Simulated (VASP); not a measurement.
# InSb (F-43m) in VASP: notebook, part 2 of 2

VASP 6.6.1. The steps go on from the part before.

### 4 Vibrations by perturbation theory, LDA

This run uses another cell than the first one, of 33.55 Å³/atom.

Contents of INCAR:

```
SYSTEM = InSb
ALGO     = Normal         ! electronic algorithm
EDIFF    = 1E-8           ! SCF threshold, eV
ENCUT    = 520            ! plane-wave cutoff, eV
GGA      = CA             ! functional
IBRION   = 8              ! ionic algorithm
ISIF     = 2              ! what is computed and relaxed
ISMEAR   = -1             ! smearing method
LASPH    = .True.         ! aspherical terms in the spheres
LCHARG   = .True.         ! write CHGCAR
LREAL    = .False.        ! projectors in reciprocal space
LWAVE    = .False.        ! write WAVECAR
NBANDS   = 16             ! bands
NELM     = 60             ! most SCF steps
NSW      = 1              ! ionic steps
PREC     = Accurate       ! precision mode
SIGMA    = 0.05           ! smearing width, eV
```

Contents of KPOINTS:

```
k-points
0
Gamma
  10 10 10
  0 0 0
```

Contents of POSCAR:

```
InSb
1.0
    0.0000000000      3.2251331680      3.2251331680
    3.2251331680      0.0000000000      3.2251331680
    3.2251331680      3.2251331680      0.0000000000
In Sb
1 1
Direct
    0.0000000000      0.0000000000      0.0000000000
    0.7500000000      0.7500000000      0.7500000000
```

Potentials or basis: VASP PAW LDA potentials, release 64 (In_d, Sb).

Started as:

```console
> cat potpaw_LDA.64/In_d/POTCAR potpaw_LDA.64/Sb/POTCAR > POTCAR
> mpirun -np 1 vasp_std > vasp.out
```

OUTCAR:

```text
SYSTEM = InSb
   EDIFF = 1E-8
   ENCUT = 520
   GGA = CA
   IBRION = 8
   ISIF = 2
   ISMEAR = -1
   LASPH = .True.
   LREAL = .False.
   NELM = 60
   NSW = 1
   PREC = Accurate

 ion  position               nearest neighbor table
   1  0.000  0.000  0.000-   2 2.79   2 2.79   2 2.79   2 2.79
   2  0.750  0.750  0.750-   1 2.79   1 2.79   1 2.79   1 2.79

  LATTYP: Found a face centered cubic cell.
 ALAT       =     6.4502663360

  Lattice vectors:

 A1 = (   0.0000000000,   3.2251331680,   3.2251331680)
 A2 = (   3.2251331680,   0.0000000000,   3.2251331680)
 A3 = (   3.2251331680,   3.2251331680,   0.0000000000)

Analysis of symmetry for initial positions (statically):
=====================================================================
 Subroutine PRICEL returns:
 Original cell was already a primitive cell.

 Routine SETGRP: Setting up the symmetry group for a
 face centered cubic supercell.

 Subroutine GETGRP returns: Found 24 space group operations
 (whereof 24 operations were pure point group operations)
 out of a pool of 48 trial point group operations.

The static configuration has the point symmetry T_d .

Analysis of symmetry for dynamics (positions and initial velocities):
=====================================================================
 Subroutine PRICEL returns:
 Original cell was already a primitive cell.

 Routine SETGRP: Setting up the symmetry group for a
 face centered cubic supercell.

 Subroutine GETGRP returns: Found 24 space group operations
[... 640 lines left out ...]
      4.83770      4.83770      4.83770        -0.000000     -0.000000     -0.000000
 -----------------------------------------------------------------------------------
    total drift:                                0.000000      0.000000      0.000000

  FREE ENERGIE OF THE ION-ELECTRON SYSTEM (eV)
  ---------------------------------------------------
  free  energy   TOTEN  =        -8.2157398535 eV

  energy  without entropy=       -8.2153879063  energy(sigma->0) =       -8.21556388

[... ionic steps 2 to 3 ...]

--------------------------------------- Ionic step        4  -------------------------------------------

------------------------ aborting loop because EDIFF is reached ----------------------------------------

[... ionic steps 5 to 6 ...]

--------------------------------------- Ionic step        7  -------------------------------------------

 Free energy of the ion-electron system (eV)
  ---------------------------------------------------
  ---------------------------------------------------
  free energy    TOTEN  =        -0.02788313 eV

  energy without entropy =       -0.02788313

------------------------ aborting loop because EDIFF is reached ----------------------------------------

 INTERNAL STRAIN TENSOR  FOR ION    2  DIRECTION 1   (eV/Angst):
 -----------------------------------------------------------------------------
    -0.00636  0.00000  0.00000
     0.00000  0.00516  7.38387
     0.00000  7.38387  0.00516

 INTERNAL STRAIN TENSOR FOR ION    2 for displacements in x,y,z  (eV/Angst):
          X           Y           Z          XY          YZ          ZX
  --------------------------------------------------------------------------------
  x    -0.00000     0.00000     0.00000     0.00000     7.38387     0.00000
  y     0.00000    -0.00000     0.00000     0.00000     0.00000     7.38387
  z     0.00000     0.00000    -0.00000     7.38387     0.00000     0.00000

 SECOND DERIVATIVES (NOT SYMMETRIZED)
 ------------------------------------
               1X          1Y          1Z          2X          2Y          2Z
  1X    -6.929072    0.000000    0.000000    6.929072    0.000000    0.000000
  1Y     0.000000   -6.929072    0.000000    0.000000    6.929072    0.000000
  1Z     0.000000    0.000000   -6.929072    0.000000    0.000000    6.929072
  2X     6.951919    0.000000    0.000000   -6.951919    0.000000    0.000000
  2Y     0.000000    6.951919    0.000000    0.000000   -6.951919    0.000000
  2Z     0.000000    0.000000    6.951919    0.000000    0.000000   -6.951919

 Eigenvectors and eigenvalues of the dynamical matrix
 ----------------------------------------------------

   1 f  =    5.357624 THz    33.662943 2PiTHz  178.711095 cm-1    22.157342 meV
             X         Y         Z           dx          dy          dz
      0.000000  0.000000  0.000000     0.228134   -0.679543    0.000000
      4.837700  4.837700  4.837700    -0.221911    0.661007    0.000000
[... 21 lines left out ...]
   6 f/i=    0.004407 THz     0.027693 2PiTHz    0.147016 cm-1     0.018228 meV
             X         Y         Z           dx          dy          dz
      0.000000  0.000000  0.000000     0.328008    0.379353    0.484435
      4.837700  4.837700  4.837700     0.337206    0.389991    0.498020

--------------------------------------------------------------------------------------------------------

 ELASTIC MODULI CONTR FROM IONIC RELAXATION (kBar)
 Direction    XX          YY          ZZ          XY          YZ          ZX
 --------------------------------------------------------------------------------
 XX          -0.0000      0.0000      0.0000     -0.0000      0.0000     -0.0000
 YY           0.0000     -0.0000     -0.0000     -0.0000     -0.0000      0.0000
 ZZ           0.0000     -0.0000     -0.0000      0.0000     -0.0000     -0.0000
 XY          -0.0000     -0.0000      0.0000   -188.9789      0.0000      0.0000
 YZ           0.0000     -0.0000     -0.0000      0.0000   -188.9789      0.0000
 ZX          -0.0000      0.0000     -0.0000      0.0000      0.0000   -188.9789
 --------------------------------------------------------------------------------
```

OSZICAR:

```text
N       E                     dE             d eps       ncg     rms          rms(c)
DAV:   1     0.116142745097E+03    0.11614E+03   -0.79668E+03  1504   0.114E+03
DAV:   2    -0.681260950528E+00   -0.11682E+03   -0.11320E+03  1704   0.291E+02
[... 43 lines left out ...]
RMM:   6    -0.278855350386E-01    0.67970E-05   -0.15998E-06 10663   0.662E-03    0.168E-03
RMM:   7    -0.278828643509E-01    0.26707E-05   -0.10438E-07 10848   0.255E-03    0.679E-04
RMM:   8    -0.278828994382E-01   -0.35087E-07   -0.75759E-08 11161   0.854E-04    0.319E-04
RMM:   9    -0.278831633299E-01   -0.26389E-06    0.19325E-08 11484   0.385E-04    0.430E-05
RMM:  10    -0.278831200150E-01    0.43315E-07    0.58114E-09 11030   0.130E-04    0.347E-05
RMM:  11    -0.278831282256E-01   -0.82106E-08   -0.97283E-09 11643   0.593E-05    0.105E-05
 Linear response finished
```

Run time: 6.8 min. Hardware: 1 thread of AMD EPYC 9R45 (Zen 5), shared host; peak memory 0.49 GiB.

Results:

```yaml
Highest_phonon_frequency_at_Γ_LO-TO_splitting_left_out: 179 cm⁻¹
```

Phonon frequencies in cm⁻¹ (negative: imaginary):
```tsv
q point	frequencies
(0.000, 0.000, 0.000)	0 0 0 179 179 179
```

Caveat: spin-orbit coupling is left out, which moves the levels of the heavy elements.

### 5 Vibrations by perturbation theory, LDA (34.22 Å³/atom)

This run uses another cell than the first one, of 34.22 Å³/atom.

Contents of INCAR:

```
ALGO     = Normal         # electronic algorithm
EDIFF    = 1E-8           # SCF threshold, eV
ENCUT    = 520            # plane-wave cutoff, eV
GGA      = CA             # functional
IBRION   = 8              # ionic algorithm
ISIF     = 2              # what is computed and relaxed
ISMEAR   = -1             # smearing method
LASPH    = True           # aspherical terms in the spheres
LCHARG   = False          # write CHGCAR
LREAL    = False          # projectors in reciprocal space
LWAVE    = False          # write WAVECAR
NELM     = 60             # most SCF steps
NSW      = 1              # ionic steps
PREC     = Accurate       # precision mode
SIGMA    = 0.05           # smearing width, eV
```

Contents of KPOINTS:

```
k-points
0
Gamma
  10 10 10
```

Contents of POSCAR:

```
InSb
1.0
    0.0000000000      3.2464922883      3.2464922883
    3.2464922883      0.0000000000      3.2464922883
    3.2464922883      3.2464922883      0.0000000000
In Sb
1 1
Direct
    0.0000000000      0.0000000000      0.0000000000
    0.7500000000      0.7500000000      0.7500000000
```

Potentials or basis: VASP PAW LDA potentials, release 64 (In_d, Sb).

Started as:

```console
> cat potpaw_LDA.64/In_d/POTCAR potpaw_LDA.64/Sb/POTCAR > POTCAR
> mpirun -np 1 vasp_std > vasp.out
```

OUTCAR:

```text
EDIFF = 1E-8
   ENCUT = 520
   GGA = CA
   IBRION = 8
   ISIF = 2
   ISMEAR = -1
   LASPH = True
   LREAL = False
   NELM = 60
   NSW = 1
   PREC = Accurate

 ion  position               nearest neighbor table
   1  0.000  0.000  0.000-   2 2.81   2 2.81   2 2.81   2 2.81
   2  0.750  0.750  0.750-   1 2.81   1 2.81   1 2.81   1 2.81

  LATTYP: Found a face centered cubic cell.
 ALAT       =     6.4929845766

  Lattice vectors:

 A1 = (   0.0000000000,   3.2464922883,   3.2464922883)
 A2 = (   3.2464922883,   0.0000000000,   3.2464922883)
 A3 = (   3.2464922883,   3.2464922883,   0.0000000000)

Analysis of symmetry for initial positions (statically):
=====================================================================
 Subroutine PRICEL returns:
 Original cell was already a primitive cell.

 Routine SETGRP: Setting up the symmetry group for a
 face centered cubic supercell.

[... 611 lines left out ...]

 INTERNAL STRAIN TENSOR  FOR ION    2  DIRECTION 1   (eV/Angst):
 -----------------------------------------------------------------------------
    -0.00590  0.00000  0.00000
     0.00000  0.00483  6.68633
     0.00000  6.68633  0.00483

 INTERNAL STRAIN TENSOR FOR ION    2 for displacements in x,y,z  (eV/Angst):
          X           Y           Z          XY          YZ          ZX
  --------------------------------------------------------------------------------
  x     0.00000     0.00000     0.00000     0.00000     6.68633     0.00000
  y    -0.00000     0.00000    -0.00000     0.00000     0.00000     6.68633
  z     0.00000     0.00000     0.00000     6.68633     0.00000     0.00000

 SECOND DERIVATIVES (NOT SYMMETRIZED)
 ------------------------------------
               1X          1Y          1Z          2X          2Y          2Z
  1X    -6.555191    0.000000    0.000000    6.555191    0.000000    0.000000
  1Y     0.000000   -6.555191    0.000000    0.000000    6.555191    0.000000
  1Z     0.000000    0.000000   -6.555191    0.000000    0.000000    6.555191
  2X     6.593659    0.000000    0.000000   -6.593659    0.000000    0.000000
  2Y     0.000000    6.593659    0.000000    0.000000   -6.593659    0.000000
  2Z     0.000000    0.000000    6.593659    0.000000    0.000000   -6.593659

 Eigenvectors and eigenvalues of the dynamical matrix
 ----------------------------------------------------

   1 f  =    5.214324 THz    32.762566 2PiTHz  173.931136 cm-1    21.564703 meV
             X         Y         Z           dx          dy          dz
      0.000000  0.000000  0.000000     0.592920   -0.402034    0.000000
      4.869738  4.869738  4.869738    -0.577485    0.391569    0.000000
[... 21 lines left out ...]
   6 f/i=    0.007625 THz     0.047908 2PiTHz    0.254336 cm-1     0.031534 meV
             X         Y         Z           dx          dy          dz
      0.000000  0.000000  0.000000    -0.061537   -0.014002   -0.694861
      4.869738  4.869738  4.869738    -0.063181   -0.014377   -0.713433

--------------------------------------------------------------------------------------------------------

 ELASTIC MODULI CONTR FROM IONIC RELAXATION (kBar)
 Direction    XX          YY          ZZ          XY          YZ          ZX
 --------------------------------------------------------------------------------
 XX          -0.0000     -0.0000     -0.0000     -0.0000      0.0000      0.0000
 YY          -0.0000     -0.0000     -0.0000     -0.0000     -0.0000      0.0000
 ZZ          -0.0000     -0.0000     -0.0000      0.0000     -0.0000      0.0000
 XY          -0.0000     -0.0000      0.0000   -160.5212      0.0000      0.0000
 YZ           0.0000     -0.0000     -0.0000      0.0000   -160.5212      0.0000
 ZX           0.0000      0.0000      0.0000      0.0000      0.0000   -160.5212
 --------------------------------------------------------------------------------
```

OSZICAR:

```text
N       E                     dE             d eps       ncg     rms          rms(c)
DAV:   1     0.114195216063E+03    0.11420E+03   -0.80292E+03  1222   0.137E+03
DAV:   2    -0.370307537827E+00   -0.11457E+03   -0.11201E+03  1292   0.314E+02
DAV:   3    -0.814037757502E+01   -0.77701E+01   -0.77221E+01  1577   0.886E+01
[... 45 lines left out ...]
RMM:   8    -0.278829369282E-01   -0.55412E-07   -0.79975E-08  8494   0.112E-03    0.297E-04
RMM:   9    -0.278833097822E-01   -0.37285E-06   -0.80560E-08  8773   0.449E-04    0.474E-05
RMM:  10    -0.278832018826E-01    0.10790E-06    0.32654E-08  8672   0.184E-04    0.461E-05
RMM:  11    -0.278832248573E-01   -0.22975E-07   -0.13784E-08  9148   0.739E-05    0.122E-05
RMM:  12    -0.278832190539E-01    0.58034E-08   -0.58033E-09  8326   0.245E-05    0.188E-05
 Linear response finished
```

Wall time 6.3 min (1 thread of AMD EPYC 9R45 (Zen 5), shared host); peak memory 0.45 GiB.

Results:

```yaml
Highest_phonon_frequency_at_Γ_LO-TO_splitting_left_out: 174 cm⁻¹
```

Phonon frequencies in cm⁻¹ (negative: imaginary):
| q point | frequencies |
| --- | --- |
| (0.000, 0.000, 0.000) | 0 0 0 174 174 174 |

Caveat: spin-orbit coupling is left out, which moves the levels of the heavy elements.
